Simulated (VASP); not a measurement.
# AlP (hm.bB) (F-43m) in VASP: single point with PBE

Aim: the single point of AlP (hm.bB) with PBE.

All numbers are computed with VASP 6.6.1; they aren't measurements. Logs are shortened: lines on timing, memory, paths and dates and some standing lists are left out, and cuts for length are marked.

## (1) The cell of the first run

Symmetry: F-43m, No. 216, cubic system. Conventional cell: a = 5.507 Å, b = 5.507 Å, c = 5.507 Å, α = 90.00°, β = 90.00°, γ = 90.00°. Al (site symmetry -43m) has 4 P at 2.38 Å within 3.1 Å. Within 3.1 Å of P (site symmetry -43m) lie 4 Al at 2.38 Å.

## (2) Single point, PBE

Contents of INCAR:

```
ALGO = Normal
EDIFF = 1E-6
ENCUT = 500
GGA = PE
GGA_COMPAT = F
ISIF = 2
ISMEAR = 0
LASPH = T
LCHARG = T
LELF = T
LREAL = F
LVHAR = T
LWAVE = F
NBANDS = 11
NELM = 120
PREC = Accurate
SIGMA = 0.02
```

Contents of KPOINTS:

```
k-points
0
Gamma
  8 8 8
```

Contents of POSCAR:

```
AlP
1.0
    0.0000000000      2.7534771729      2.7534771729
    2.7534771729      0.0000000000      2.7534771729
    2.7534771729      2.7534771729      0.0000000000
Al P
1 1
Direct
    0.0000000000      0.0000000000      0.0000000000
    0.2500000000      0.2500000000      0.2500000000
```

Potentials or basis: VASP PAW PBE potentials, release 64 (Al, P).

Started as:

```
$ cat potpaw_PBE.64/Al/POTCAR potpaw_PBE.64/P/POTCAR > POTCAR
$ mpirun -np 1 vasp_std > vasp.out
```

OUTCAR:

```text
EDIFF = 1E-6
   ENCUT = 500
   GGA = PE
   ISIF = 2
   ISMEAR = 0
   LASPH = T
   LREAL = F
   NELM = 120
   PREC = Accurate

 ion  position               nearest neighbor table
   1  0.000  0.000  0.000-   2 2.38   2 2.38   2 2.38   2 2.38
   2  0.250  0.250  0.250-   1 2.38   1 2.38   1 2.38   1 2.38

  LATTYP: Found a face centered cubic cell.
 ALAT       =     5.5069543458

  Lattice vectors:

 A1 = (   0.0000000000,   2.7534771729,   2.7534771729)
 A2 = (   2.7534771729,   0.0000000000,   2.7534771729)
 A3 = (   2.7534771729,   2.7534771729,   0.0000000000)

Analysis of symmetry for initial positions (statically):
=====================================================================
 Subroutine PRICEL returns:
 Original cell was already a primitive cell.

 Routine SETGRP: Setting up the symmetry group for a
 face centered cubic supercell.

 Subroutine GETGRP returns: Found 24 space group operations
 (whereof 24 operations were pure point group operations)
 out of a pool of 48 trial point group operations.

The static configuration has the point symmetry T_d .

Analysis of symmetry for dynamics (positions and initial velocities):
=====================================================================
 Subroutine PRICEL returns:
 Original cell was already a primitive cell.

 Routine SETGRP: Setting up the symmetry group for a
 face centered cubic supercell.

 Subroutine GETGRP returns: Found 24 space group operations
 (whereof 24 operations were pure point group operations)
 out of a pool of 48 trial point group operations.

The dynamic configuration has the point symmetry T_d .

 Subroutine INISYM returns: Found 24 space group operations
 (whereof 24 operations are pure point group operations),
 and found     1 'primitive' translations

----------------------------------------------------------------------------------------

                                     Primitive cell

  volume of cell :      41.7517

  direct lattice vectors                    reciprocal lattice vectors
     0.000000000  2.753477173  2.753477173    -0.181588576  0.181588576  0.181588576
     2.753477173  0.000000000  2.753477173     0.181588576 -0.181588576  0.181588576
     2.753477173  2.753477173  0.000000000     0.181588576  0.181588576 -0.181588576

  length of vectors
     3.894004762  3.894004762  3.894004762     0.314520640  0.314520640  0.314520640

  position of ions in fractional coordinates (direct lattice)
     0.000000000  0.000000000  0.000000000
     0.250000000  0.250000000  0.250000000

  ion indices of the primitive-cell ions
   primitive index   ion index
                 1           1
                 2           2

----------------------------------------------------------------------------------------

 KPOINTS: k-points

Automatic generation of k-mesh.
 Grid dimensions read from file:
 generate k-points for:    8    8    8

 Generating k-lattice:

  Cartesian coordinates                     Fractional coordinates (reciprocal lattice)
    -0.022698572  0.022698572  0.022698572     0.125000000  0.000000000  0.000000000
     0.022698572 -0.022698572  0.022698572     0.000000000  0.125000000  0.000000000
     0.022698572  0.022698572 -0.022698572     0.000000000  0.000000000  0.125000000

  Length of vectors
     0.039315080  0.039315080  0.039315080

  Shift w.r.t. Gamma in fractional coordinates (k-lattice)
     0.000000000  0.000000000  0.000000000

 Subroutine IBZKPT returns following result:
 ===========================================

 Found     29 irreducible k-points:

 Following reciprocal coordinates:
            Coordinates               Weight
  0.000000  0.000000  0.000000      1.000000
  0.125000  0.000000  0.000000      8.000000
  0.250000  0.000000  0.000000      8.000000
  0.375000  0.000000  0.000000      8.000000
  0.500000  0.000000  0.000000      4.000000
  0.125000  0.125000  0.000000      6.000000
[... 16 lines left out ...]
  0.500000  0.250000  0.125000     48.000000
 -0.375000  0.250000  0.125000     24.000000
 [... further k-points ...]
   k-points           NKPTS =     29   k-points in BZ     NKDIM =     29   number of bands    NBANDS=     11
   number of dos      NEDOS =    301   number of ions     NIONS =      2
   total plane-waves  NPLWV =  21952
   dimension x,y,z NGX =    28 NGY =   28 NGZ =   28
   dimension x,y,z NGXF=    56 NGYF=   56 NGZF=   56
   ions per type =               1   1
   NGX,Y,Z   is equivalent  to a cutoff of  11.95, 11.95, 11.95 a.u.
   NGXF,Y,Z  is equivalent  to a cutoff of  23.91, 23.91, 23.91 a.u.
 SYSTEM =  unknown system
   PREC   = accura    normal or accurate (medium, high low for compatibility)
   ISTART =      0    job   : 0-new  1-cont  2-samecut
   ICHARG =      2    charge: 1-file 2-atom 10-const
   ISPIN  =      1    spin polarized calculation?
   LNONCOLLINEAR =      F non collinear calculations
   LSORBIT =      F    spin-orbit coupling
   LASPH  =      T    aspherical Exc in radial PAW
   ENCUT  =  500.0 eV  36.75 Ry    6.06 a.u.   7.10  7.10  7.10*2*pi/ulx,y,z
   NELM   =    120;   NELMIN=  2; NELMDL= -5     # of ELM steps
   EDIFF  = 0.1E-05   stopping-criterion for ELM
   LREAL  =      F    real-space projection
   EDIFFG = 0.1E-04   stopping-criterion for IOM
   NSW    =      0    number of steps for IOM
   IBRION =     -1    ionic relax: 0-MD 1-quasi-New 2-CG
   NFREE  =      0    steps in history (QN), initial steepest desc. (CG)
   ISIF   =      2    stress and relaxation
   ISYM   =      2    0-nonsym 1-usesym 2-fastsym
   POTIM  = 0.5000    time-step for ionic-motion
   TEBEG  =    0.0;   TEEND  =   0.0 temperature during run
   PSTRESS=    0.0 pullay stress
   NELECT =       8.0000    total number of electrons
   NUPDOWN=      -1.0000    fix difference up-down
   EMIN   =  10.00;   EMAX   =-10.00  energy-range for DOS
   EFERMI =   0.00;   METHOD = LEGACY
   ISMEAR =     0;   SIGMA  =   0.02  broadening in eV -4-tet -1-fermi 0-gaus
   EFERMI_NEDOS =   21; number of points for ismear=-14 and -15
   IALGO  =     38    algorithm
   IMIX   =      4    mixing-type and parameters
     AMIX     =   0.40;   BMIX     =  1.00
     AMIX_MAG =   1.60;   BMIX_MAG =  1.00
  volume/ion in A,a.u.               =      20.88       140.88
  Fermi-wavevector in a.u.,A,eV,Ry     =   0.943800  1.783524 12.119507  0.890759
  Thomas-Fermi vector in A             =   2.071543
   LORBIT       =      0    0 simple, 1 ext, 2 COOP (PROOUT), +10 PAW based schemes
   GGA     = PE    functional components
   LHFCALC =     F    Hartree Fock is set to
   AEXX    =    0.0000 exact exchange contribution
   IVDW    =     0    specifies the selected vdW correction
   LEPSILON=     F    determine dielectric tensor
   LRPA    =     F    only Hartree local field effects (RPA)
 non-spin polarized calculation
 Gauss-broadening in eV      SIGMA  =   0.02
  energy-cutoff  :      500.00
  volume of cell :       41.75
 maximum number of plane-waves:      1068
   NGX = 15   NGY = 15   NGZ = 15

 number of electron       8.0000001 magnetization

 Free energy of the ion-electron system (eV)
  ---------------------------------------------------
  ext. energy  EPLUGINS =         0.00000000
  ---------------------------------------------------
  free energy    TOTEN  =       -10.37677331 eV

  energy without entropy =      -10.37677331  energy(sigma->0) =      -10.37677331

 E-fermi :   4.4642     XC(G=0):  -9.1094

 val. band max:        4.3478847328   @ k =   0.0000   0.0000   0.0000
 cond. band min:       5.9770886897   @ k =   0.5000   0.5000   0.0000
 fundamental gap:      1.6292039569
 Fermi energy:         4.4642091026

 k-point     1 :       0.0000    0.0000    0.0000
  band No.  band energies     occupation
      1      -7.0120      2.00000
      2       4.3479      2.00000
      3       4.3479      2.00000
      4       4.3479      2.00000
      5       7.4348      0.00000
      6       8.8733      0.00000
      7       8.8733      0.00000
      8       8.8733      0.00000
      9      13.1532      0.00000
     10      13.1532      0.00000
     11      14.4610      0.00000

 k-point     2 :       0.1250    0.0000    0.0000
  band No.  band energies     occupation
      1      -6.8447      2.00000
      2       3.1327      2.00000
      3       4.2033      2.00000
      4       4.2033      2.00000
      5       7.9075      0.00000
      6       9.1500      0.00000
      7       9.1500      0.00000
      8       9.3382      0.00000
      9      12.6745      0.00000
     10      12.6745      0.00000
     11      15.1120      0.00000

 k-point     3 :       0.2500    0.0000    0.0000
  band No.  band energies     occupation
      1      -6.3749      2.00000
      2       1.2202      2.00000
      3       3.9150      2.00000
      4       3.9150      2.00000
      5       7.5714      0.00000
      6       9.4601      0.00000
      7       9.4601      0.00000
      8      11.1199      0.00000
      9      12.6447      0.00000
     10      12.6447      0.00000
     11      14.6228      0.00000

 k-point     4 :       0.3750    0.0000    0.0000
  band No.  band energies     occupation
      1      -5.7476      2.00000
      2      -0.3789      2.00000
      3       3.6837      2.00000
      4       3.6837      2.00000
      5       7.2015      0.00000
      6       9.2939      0.00000
      7       9.2939      0.00000
      8      12.4093      0.00000
      9      13.9970      0.00000
     10      13.9970      0.00000
     11      14.8191      0.00000

 k-point     5 :       0.5000    0.0000    0.0000
  band No.  band energies     occupation
      1      -5.3957      2.00000
      2      -1.0667      2.00000
      3       3.5996      2.00000
      4       3.5996      2.00000
      5       7.0669      0.00000
      6       9.1598      0.00000
      7       9.1598      0.00000
      8      12.5506      0.00000
      9      15.7973      0.00000
     10      15.7973      0.00000
     11      15.9738      0.00000
[... 211 lines left out ...]
 k-point    21 :       0.5000    0.5000    0.0000
  band No.  band energies     occupation
      1      -4.7585      2.00000
      2      -0.8738      2.00000
      3       2.2979      2.00000
      4       2.2979      2.00000
      5       5.9771      0.00000
      6       6.8227      0.00000
      7      15.1993      0.00000
      8      15.1993      0.00000
      9      16.1284      0.00000
     10      16.3363      0.00000
     11      16.3363      0.00000

 k-point    22 :       0.3750    0.2500    0.1250
  band No.  band energies     occupation
      1      -5.9779      2.00000
      2       0.8875      2.00000
      3       2.5044      2.00000
      4       3.4558      2.00000
      5       8.1788      0.00000
      6       9.0827      0.00000
      7       9.7671      0.00000
      8      11.0753      0.00000
      9      12.6045      0.00000
     10      15.0189      0.00000
     11      17.0801      0.00000

 k-point    23 :       0.5000    0.2500    0.1250
  band No.  band energies     occupation
      1      -5.4049      2.00000
      2      -0.1895      2.00000
      3       1.9479      2.00000
      4       3.0853      2.00000
      5       8.2734      0.00000
      6       9.0964      0.00000
      7      10.3184      0.00000
      8      11.3809      0.00000
      9      13.7161      0.00000
     10      15.5456      0.00000
     11      17.0415      0.00000

 k-point    24 :      -0.3750    0.2500    0.1250
  band No.  band energies     occupation
      1      -5.0943      2.00000
      2      -0.7264      2.00000
      3       1.8126      2.00000
      4       2.9045      2.00000
      5       8.2673      0.00000
      6       8.8449      0.00000
      7      11.1539      0.00000
      8      11.9689      0.00000
      9      13.2326      0.00000
     10      15.7035      0.00000
     11      16.9096      0.00000

 [... further k-points ...]

------------------------ aborting loop because EDIFF is reached ----------------------------------------

  FORCE on cell =-STRESS in cart. coord.  units (eV):
  Direction    XX          YY          ZZ          XY          YZ          ZX
  --------------------------------------------------------------------------------------
  -------------------------------------------------------------------------------------
  Total       -0.0143192     -0.0143192     -0.0143192      0.0000000     -0.0000000     -0.0000000
  in kB       -0.5494838     -0.5494838     -0.5494838      0.0000000     -0.0000000     -0.0000000
  external PRESSURE =      -0.5494838 kB  Pullay stress =       0.0000000 kB

 VOLUME and BASIS-vectors are now :
 -----------------------------------------------------------------------------
  energy-cutoff  :      500.00
  volume of cell :       41.75
      direct lattice vectors                 reciprocal lattice vectors
     0.000000000  2.753477173  2.753477173    -0.181588576  0.181588576  0.181588576
     2.753477173  0.000000000  2.753477173     0.181588576 -0.181588576  0.181588576
     2.753477173  2.753477173  0.000000000     0.181588576  0.181588576 -0.181588576

 POSITION                                       TOTAL-FORCE (eV/Angst)
 -----------------------------------------------------------------------------------
      0.00000      0.00000      0.00000        -0.000000      0.000000      0.000000
      1.37674      1.37674      1.37674         0.000000     -0.000000     -0.000000
 -----------------------------------------------------------------------------------
    total drift:                                0.000000      0.000000     -0.000000

  FREE ENERGIE OF THE ION-ELECTRON SYSTEM (eV)
  ---------------------------------------------------
  free  energy   TOTEN  =       -10.3767733066 eV

  energy  without entropy=      -10.3767733066  energy(sigma->0) =      -10.37677331
```

It took 30 s on 1 thread of AMD EPYC 7R13, shared host; peak memory 0.12 GiB.

Results:

| Property | Result |
| --- | --- |
| Free energy | -10.3768 eV |
| Pressure | -0.1 GPa |
| Band gap on the k mesh | 1.63 eV, indirect (least direct gap 3.09 eV) |

A k mesh can miss the band edges.
